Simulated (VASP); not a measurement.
# PbS (Fm-3m) in VASP: notebook

The runs below take PbS through dielectric tensor, with PBE, r2SCAN.

All numbers are computed with VASP 6.6.1; they aren't measurements. Logs are shortened: lines on timing, memory, paths and dates and some standing lists are left out, and cuts for length are marked.

### Step 1. The cell of the first run

The structure is cubic, space group Fm-3m (No. 225). Conventional cell: a = 5.974 Å, b = 5.974 Å, c = 5.974 Å, α = 90.00°, β = 90.00°, γ = 90.00°. Within 3.9 Å of Pb (site symmetry m-3m) lie 6 S at 2.99 Å. S (site symmetry m-3m) has 6 Pb at 2.99 Å within 3.9 Å.

### Step 2. Dielectric tensor, PBE

File INCAR:

```
PREC     = Accurate       # precision mode
ENCUT    = 520            # plane-wave cutoff, eV
EDIFF    = 1E-8           # SCF threshold, eV
ISMEAR   = 0              # smearing method
SIGMA    = 0.01           # smearing width, eV
LREAL    = F              # projectors in reciprocal space
LASPH    = T              # aspherical terms in the spheres
NELM     = 100            # most SCF steps
ALGO     = Normal         # electronic algorithm
ISIF     = 2              # what is computed and relaxed
LWAVE    = F              # write WAVECAR
LCHARG   = F              # write CHGCAR
GGA      = PE             # functional
LEPSILON = T              # dielectric tensor by DFPT
```

File KPOINTS:

```
regular mesh
0
Gamma
  6 6 6
```

File POSCAR:

```
PbS
1.0
    0.0000000000      2.9872321667      2.9872321667
    2.9872321667      0.0000000000      2.9872321667
    2.9872321667      2.9872321667      0.0000000000
Pb S
1 1
Direct
    0.0000000000      0.0000000000      0.0000000000
    0.5000000000      0.5000000000      0.5000000000
```

Potentials or basis: VASP PAW PBE potentials, release 64 (Pb_d, S).

Launch:

```sh
> cat potpaw_PBE.64/Pb_d/POTCAR potpaw_PBE.64/S/POTCAR > POTCAR
> mpirun -np 1 vasp_std > vasp.out
```

OUTCAR:

```text
PREC = Accurate
   ENCUT = 520
   EDIFF = 1E-8
   ISMEAR = 0
   LREAL = F
   LASPH = T
   NELM = 100
   ISIF = 2
   GGA = PE
   LEPSILON = T

 ion  position               nearest neighbor table
   1  0.000  0.000  0.000-   2 2.99   2 2.99   2 2.99   2 2.99   2 2.99   2 2.99
   2  0.500  0.500  0.500-   1 2.99   1 2.99   1 2.99   1 2.99   1 2.99   1 2.99

  LATTYP: Found a face centered cubic cell.
 ALAT       =     5.9744643334

  Lattice vectors:

 A1 = (   0.0000000000,   2.9872321667,   2.9872321667)
 A2 = (   2.9872321667,   0.0000000000,   2.9872321667)
 A3 = (   2.9872321667,   2.9872321667,   0.0000000000)

Analysis of symmetry for initial positions (statically):
=====================================================================
 Subroutine PRICEL returns:
 Original cell was already a primitive cell.

 Routine SETGRP: Setting up the symmetry group for a
 face centered cubic supercell.

 Subroutine GETGRP returns: Found 48 space group operations
 (whereof 48 operations were pure point group operations)
 out of a pool of 48 trial point group operations.

The static configuration has the point symmetry O_h .

Analysis of symmetry for dynamics (positions and initial velocities):
=====================================================================
 Subroutine PRICEL returns:
 Original cell was already a primitive cell.

 Routine SETGRP: Setting up the symmetry group for a
 face centered cubic supercell.

 Subroutine GETGRP returns: Found 48 space group operations
 (whereof 48 operations were pure point group operations)
 out of a pool of 48 trial point group operations.

The dynamic configuration has the point symmetry O_h .

 Subroutine INISYM returns: Found 48 space group operations
 (whereof 48 operations are pure point group operations),
 and found     1 'primitive' translations

----------------------------------------------------------------------------------------

                                     Primitive cell

  volume of cell :      53.3135

  direct lattice vectors                    reciprocal lattice vectors
     0.000000000  2.987232167  2.987232167    -0.167379022  0.167379022  0.167379022
     2.987232167  0.000000000  2.987232167     0.167379022 -0.167379022  0.167379022
     2.987232167  2.987232167  0.000000000     0.167379022  0.167379022 -0.167379022

  length of vectors
     4.224584244  4.224584244  4.224584244     0.289908971  0.289908971  0.289908971

  position of ions in fractional coordinates (direct lattice)
     0.000000000  0.000000000  0.000000000
     0.500000000  0.500000000  0.500000000

  ion indices of the primitive-cell ions
   primitive index   ion index
                 1           1
                 2           2

----------------------------------------------------------------------------------------

 KPOINTS: regular mesh

Automatic generation of k-mesh.
 Grid dimensions read from file:
 generate k-points for:    6    6    6

 Generating k-lattice:

  Cartesian coordinates                     Fractional coordinates (reciprocal lattice)
    -0.027896504  0.027896504  0.027896504     0.166666667  0.000000000  0.000000000
     0.027896504 -0.027896504  0.027896504     0.000000000  0.166666667  0.000000000
     0.027896504  0.027896504 -0.027896504     0.000000000  0.000000000  0.166666667

  Length of vectors
     0.048318162  0.048318162  0.048318162

  Shift w.r.t. Gamma in fractional coordinates (k-lattice)
     0.000000000  0.000000000  0.000000000

 Subroutine IBZKPT returns following result:
 ===========================================

 Found     16 irreducible k-points:

 Following reciprocal coordinates:
            Coordinates               Weight
  0.000000  0.000000  0.000000      1.000000
  0.166667  0.000000  0.000000      8.000000
  0.333333  0.000000  0.000000      8.000000
  0.500000  0.000000  0.000000      4.000000
  0.166667  0.166667  0.000000      6.000000
  0.333333  0.166667  0.000000     24.000000
[... 8 lines left out ...]
 -0.333333  0.333333  0.166667     24.000000
 -0.333333  0.500000  0.166667     12.000000
   k-points           NKPTS =     16   k-points in BZ     NKDIM =     16   number of bands    NBANDS=     14
   number of dos      NEDOS =    301   number of ions     NIONS =      2
   total plane-waves  NPLWV =  32768
   dimension x,y,z NGX =    32 NGY =   32 NGZ =   32
   dimension x,y,z NGXF=    64 NGYF=   64 NGZF=   64
   ions per type =               1   1
[... 18 lines left out ...]
   ISIF   =      2    stress and relaxation
   ISYM   =      2    0-nonsym 1-usesym 2-fastsym
   POTIM  = 0.5000    time-step for ionic-motion
   TEBEG  =    0.0;   TEEND  =   0.0 temperature during run
   PSTRESS=    0.0 pullay stress
   NELECT =      20.0000    total number of electrons
   NUPDOWN=      -1.0000    fix difference up-down
   EMIN   =  10.00;   EMAX   =-10.00  energy-range for DOS
   EFERMI =   0.00;   METHOD = LEGACY
   ISMEAR =     0;   SIGMA  =   0.01  broadening in eV -4-tet -1-fermi 0-gaus
   EFERMI_NEDOS =   21; number of points for ismear=-14 and -15
   IALGO  =     38    algorithm
   IMIX   =      4    mixing-type and parameters
     AMIX     =   0.40;   BMIX     =  1.00
     AMIX_MAG =   1.60;   BMIX_MAG =  1.00
  volume/ion in A,a.u.               =      26.66       179.89
  Fermi-wavevector in a.u.,A,eV,Ry     =   1.180699  2.231198 18.967203  1.394050
  Thomas-Fermi vector in A             =   2.316986
   LORBIT       =      0    0 simple, 1 ext, 2 COOP (PROOUT), +10 PAW based schemes
   GGA     = PE    functional components
   LHFCALC =     F    Hartree Fock is set to
   AEXX    =    0.0000 exact exchange contribution
   IVDW    =     0    specifies the selected vdW correction
   LEPSILON=     T    determine dielectric tensor
   LRPA    =     F    only Hartree local field effects (RPA)
 non-spin polarized calculation
 Gauss-broadening in eV      SIGMA  =   0.01
  energy-cutoff  :      520.00
  volume of cell :       53.31
 maximum number of plane-waves:      1459
   NGX = 15   NGY = 15   NGZ = 15

--------------------------------------- Ionic step        1  -------------------------------------------

 number of electron      20.0000001 magnetization

 E-fermi :   5.6290     XC(G=0):  -9.5815

 val. band max:        5.5156352294   @ k =   0.5000   0.0000   0.0000
 cond. band min:       5.9583154635   @ k =   0.5000   0.0000   0.0000
 fundamental gap:      0.4426802341
 Fermi energy:         5.6290456515

 k-point     1 :       0.0000    0.0000    0.0000
  band No.  band energies     occupation
      1     -11.2496      2.00000
      2     -11.2496      2.00000
      3     -11.2496      2.00000
      4     -11.2328      2.00000
      5     -11.2328      2.00000
      6      -7.8660      2.00000
      7      -0.5362      2.00000
      8       3.4718      2.00000
      9       3.4718      2.00000
     10       3.4718      2.00000
     11      10.6885      0.00000
     12      10.6885      0.00000
     13      10.6885      0.00000
     14      12.3248      0.00000
[... 241 lines left out ...]
      1     -11.3421      2.00000
      2     -11.2538      2.00000
      3     -11.2241      2.00000
      4     -11.2142      2.00000
      5     -11.1936      2.00000
      6      -6.2538      2.00000
      7      -2.1808      2.00000
      8       0.8840      2.00000
      9       1.7219      2.00000
     10       3.8072      2.00000
     11       8.6890      0.00000
     12       9.8318      0.00000
     13      10.6001      0.00000
     14      12.3672      0.00000

  FORCE on cell =-STRESS in cart. coord.  units (eV):
  Direction    XX          YY          ZZ          XY          YZ          ZX
  --------------------------------------------------------------------------------------
  -------------------------------------------------------------------------------------
  Total        0.2834050      0.2834050      0.2834050     -0.0000000      0.0000000      0.0000000
  in kB        8.5168918      8.5168918      8.5168918     -0.0000000      0.0000000      0.0000000
  external PRESSURE =       8.5168918 kB  Pullay stress =       0.0000000 kB

 VOLUME and BASIS-vectors are now :
 -----------------------------------------------------------------------------
  energy-cutoff  :      520.00
  volume of cell :       53.31
      direct lattice vectors                 reciprocal lattice vectors
     0.000000000  2.987232167  2.987232167    -0.167379022  0.167379022  0.167379022
     2.987232167  0.000000000  2.987232167     0.167379022 -0.167379022  0.167379022
     2.987232167  2.987232167  0.000000000     0.167379022  0.167379022 -0.167379022

 POSITION                                       TOTAL-FORCE (eV/Angst)
 -----------------------------------------------------------------------------------
      0.00000      0.00000      0.00000         0.000000     -0.000000     -0.000000
      2.98723      2.98723      2.98723        -0.000000      0.000000      0.000000
 -----------------------------------------------------------------------------------
    total drift:                                0.000000     -0.000000     -0.000000

  FREE ENERGIE OF THE ION-ELECTRON SYSTEM (eV)
  ---------------------------------------------------
  free  energy   TOTEN  =        -8.7686298611 eV

  energy  without entropy=       -8.7686298611  energy(sigma->0) =       -8.76862986

 HEAD OF MICROSCOPIC STATIC DIELECTRIC TENSOR (INDEPENDENT PARTICLE, excluding Hartree and local field effects)
 ------------------------------------------------------
          24.409142     0.000000     0.000000
           0.000000    24.409142     0.000000
           0.000000    -0.000000    24.409142
 ------------------------------------------------------

 Free energy of the ion-electron system (eV)
  ---------------------------------------------------
  ---------------------------------------------------
  free energy    TOTEN  =        -3.53802858 eV

  energy without entropy =       -3.53802858

------------------------ aborting loop because EDIFF is reached ----------------------------------------

--------------------------------------- Ionic step        2  -------------------------------------------

------------------------ aborting loop because EDIFF is reached ----------------------------------------

--------------------------------------- Ionic step        3  -------------------------------------------

 Free energy of the ion-electron system (eV)
  ---------------------------------------------------
  ---------------------------------------------------
  free energy    TOTEN  =        -3.53802452 eV

  energy without entropy =       -3.53802452

------------------------ aborting loop because EDIFF is reached ----------------------------------------

 PIEZOELECTRIC TENSOR FIELD DIRECTION 3  (e Angst)
 -----------------------------------------------------------------------------
     0.00268  0.00000 -0.00000           (  0.00001  0.00000 -0.00000)
     0.00000  0.00268  0.00000           (  0.00000  0.00001  0.00000)
    -0.00000 -0.00000  0.00002           ( -0.00000  0.00000  0.00003)

 PIEZOELECTRIC TENSOR FIELD DIRECTION 3  (C/m^2)
 -----------------------------------------------------------------------------
     0.00081  0.00000 -0.00000
     0.00000  0.00081  0.00000
    -0.00000 -0.00000  0.00001

 MACROSCOPIC STATIC DIELECTRIC TENSOR (including local field effects in DFT)
 ------------------------------------------------------
          23.738224     0.000000     0.000000
          -0.000000    23.738224     0.000000
          -0.000000    -0.000000    23.738224
 ------------------------------------------------------

 PIEZOELECTRIC TENSOR (including local field effects)  for field in x, y, z        (e  Angst)
          XX          YY          ZZ          XY          YZ          ZX
  --------------------------------------------------------------------------------
  x     0.00000     0.00000     0.00000     0.00000     0.00000     0.00000
  y     0.00000     0.00000     0.00000     0.00000     0.00000     0.00000
  z     0.00000     0.00000     0.00000     0.00000     0.00000     0.00000

 PIEZOELECTRIC TENSOR (including local field effects)  for field in x, y, z        (C/m^2)
          XX          YY          ZZ          XY          YZ          ZX
  --------------------------------------------------------------------------------
  x     0.00000     0.00000     0.00000     0.00000     0.00000     0.00000
  y     0.00000     0.00000     0.00000     0.00000     0.00000     0.00000
  z     0.00000     0.00000     0.00000     0.00000     0.00000     0.00000

 BORN EFFECTIVE CHARGES (including local field effects) (in |e|, cummulative output)
 ---------------------------------------------------------------------------------
 ion    1
    1     3.55584     0.00000     0.00000
    2     0.00000     3.55584     0.00000
    3     0.00000     0.00000     3.55584
 ion    2
    1    -3.55584     0.00000     0.00000
    2     0.00000    -3.55584     0.00000
    3     0.00000     0.00000    -3.55584
```

Wall time 1.7 min (1 thread of Intel Xeon Platinum 8488C (Sapphire Rapids), shared host); peak memory 0.23 GiB.

Results:

| Property | Result |
| --- | --- |
| Band gap on the k mesh | 0.44 eV |
| Electronic dielectric tensor (diagonal) | 23.74 |
| Born charges (mean of the diagonal) | Pb +3.56; S -3.56 e |

Electronic dielectric tensor:
```
23.74  0.00  0.00
 0.00 23.74  0.00
 0.00  0.00 23.74
```

Born effective charge tensors (e):
atom 1, Pb
```
3.56 0.00 0.00
0.00 3.56 0.00
0.00 0.00 3.56
```
atom 2, S
```
-3.56  0.00  0.00
 0.00 -3.56  0.00
 0.00  0.00 -3.56
```

Caveat: the gap is small at this level, which inflates the dielectric constant; spin-orbit coupling is left out, which moves the levels of the heavy elements. A k mesh can miss the band edges.

### Step 3. Dielectric tensor, r2SCAN

File INCAR:

```
  ALGO = Normal
  EDIFF = 1E-8
  ENCUT = 520
  ISIF = 2
  ISMEAR = 0
  LASPH = T
  LCALCEPS = T
  LCHARG = F
  LMIXTAU = T
  LREAL = F
  LWAVE = F
  METAGGA = R2SCAN
  NELM = 60
  PREC = Accurate
  SIGMA = 0.01
```

File KPOINTS:

```
k-points
0
Gamma
  6 6 6
```

POSCAR is that of step 2.

Potentials or basis: VASP PAW PBE potentials, release 64 (Pb_d, S).

Launch:

```sh
> cat potpaw_PBE.64/Pb_d/POTCAR potpaw_PBE.64/S/POTCAR > POTCAR
> mpirun -np 1 vasp_std > vasp.out
```

OUTCAR:

```text
EDIFF = 1E-8
   ENCUT = 520
   ISIF = 2
   ISMEAR = 0
   LASPH = T
   LREAL = F
   METAGGA = R2SCAN
   NELM = 60
   PREC = Accurate

 ion  position               nearest neighbor table
   1  0.000  0.000  0.000-   2 2.99   2 2.99   2 2.99   2 2.99   2 2.99   2 2.99
   2  0.500  0.500  0.500-   1 2.99   1 2.99   1 2.99   1 2.99   1 2.99   1 2.99

  LATTYP: Found a face centered cubic cell.
 ALAT       =     5.9744643334

  Lattice vectors:

 A1 = (   0.0000000000,   2.9872321667,   2.9872321667)
[... 625 lines left out ...]
    2    -0.00000    -4.33670     0.00000
    3    -0.00000    -0.00000    -4.33670

  FORCE on cell =-STRESS in cart. coord.  units (eV):
  Direction    XX          YY          ZZ          XY          YZ          ZX
  --------------------------------------------------------------------------------------
  -------------------------------------------------------------------------------------
  Total       -0.0118170     -0.0118170     -0.0118170      0.0000000      0.0000000      0.0000000
  in kB       -0.3551250     -0.3551250     -0.3551250      0.0000000      0.0000000      0.0000000
  external PRESSURE =      -0.3551250 kB  Pullay stress =       0.0000000 kB

 VOLUME and BASIS-vectors are now :
 -----------------------------------------------------------------------------
  energy-cutoff  :      520.00
  volume of cell :       53.31
      direct lattice vectors                 reciprocal lattice vectors
     0.000000000  2.987232167  2.987232167    -0.167379022  0.167379022  0.167379022
     2.987232167  0.000000000  2.987232167     0.167379022 -0.167379022  0.167379022
     2.987232167  2.987232167  0.000000000     0.167379022  0.167379022 -0.167379022

 POSITION                                       TOTAL-FORCE (eV/Angst)
 -----------------------------------------------------------------------------------
      0.00000      0.00000      0.00000         0.000000      0.000000      0.000000
      2.98723      2.98723      2.98723         0.000000      0.000000      0.000000
 -----------------------------------------------------------------------------------
    total drift:                                0.000000     -0.000000     -0.000000

  FREE ENERGIE OF THE ION-ELECTRON SYSTEM (eV)
  ---------------------------------------------------
  free  energy   TOTEN  =       -65.6133807482 eV

  energy  without entropy=      -65.6133807482  energy(sigma->0) =      -65.61338075
```

Wall time 40 min (1 thread of Intel Xeon Platinum 8488C (Sapphire Rapids), shared host); peak memory 0.37 GiB.

Results:

| Quantity | Value |
| --- | --- |
| Band gap on the k mesh | 0.70 eV |
| Electronic dielectric tensor (diagonal) | 13.85 |
| Born charges (mean of the diagonal) | Pb +4.34; S -4.34 e |

Levels at points of the mesh, in eV from the valence-band top:
```csv
k point,band 8,band 9,band 10,band 11,band 12,band 13
"(0.00, 0.00, 0.00)",-2.20,-2.20,-2.20,5.51,5.51,5.51
"(0.50, 0.00, 0.00)",-1.81,-1.81,0.00,0.70,2.25,2.25
"(0.50, 0.50, 0.00)",-5.17,-3.45,-3.45,4.26,5.95,6.03
```

Electronic dielectric tensor:
```
13.85  0.00  0.00
 0.00 13.85  0.00
 0.00  0.00 13.85
```

Born effective charge tensors (e):
atom 1, Pb
```
4.34 0.00 0.00
0.00 4.34 0.00
0.00 0.00 4.34
```
atom 2, S
```
-4.34  0.00  0.00
 0.00 -4.34  0.00
 0.00  0.00 -4.34
```

Dipole moments of the cell (e·Å, modulo the quantum): ionic -17.923, -17.923, -17.923; electronic 0.000, 0.000, 0.038

Caveat: the PAW data sets were made with another functional, which shifts forces and pressure a little; spin-orbit coupling is left out, which moves the levels of the heavy elements. A k mesh can miss the band edges.

The gap in the log of VASP goes by the Fermi energy; the results here count the filled bands.